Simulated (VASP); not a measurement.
A run of VASP 6.6.1:

File INCAR:

```
SYSTEM = SiC
PREC = Accurate ; ENCUT = 520
EDIFF = 1E-6 ; ISMEAR = -1
SIGMA = 0.02 ; LREAL = .FALSE.
LASPH = .TRUE. ; NELM = 80
ALGO = Normal ; ISIF = 2
LWAVE = .FALSE. ; LCHARG = .TRUE.
GGA = PS ; LELF = .TRUE.
LVHAR = .TRUE. ; NBANDS = 36
```

The input KPOINTS:

```
regular mesh
0
G
  12 12 2
  0 0 0
```

The input POSCAR:

```
SiC
1.0
    3.0789593648      0.0000000000      0.0000000000
   -1.5394796824      2.6664570272      0.0000000000
    0.0000000000      0.0000000000     15.1069146181
Si C
6 6
Direct
    0.3333333333      0.6666666667      0.8329976215
    0.6666666667      0.3333333333      0.3329976215
    0.6666666667      0.3333333333      0.6665037450
    0.3333333333      0.6666666667      0.1665037450
    0.0000000000      0.0000000000      0.4997172041
    0.0000000000      0.0000000000      0.9997172041
    0.0000000000      0.0000000000      0.8743687819
    0.0000000000      0.0000000000      0.3743687819
    0.3333333333      0.6666666667      0.7080035656
    0.6666666667      0.3333333333      0.2080035656
    0.6666666667      0.3333333333      0.5415100819
    0.3333333333      0.6666666667      0.0415100819
```

Potentials or basis: VASP PAW PBE potentials, release 64 (Si, C).

Launch:

```bash
$ cat potpaw_PBE.64/Si/POTCAR potpaw_PBE.64/C/POTCAR > POTCAR
$ mpirun -np 1 vasp_std > vasp.out
```

Hardware: 1 thread of AMD EPYC 7R13 (shared host).

Problem. Estimate the wall time of this run.

Solution. Wall time 2.6 min on 1 thread of AMD EPYC 7R13 (shared host), peak memory 0.27 GiB. Counts: scf iterations 13, k points 38.
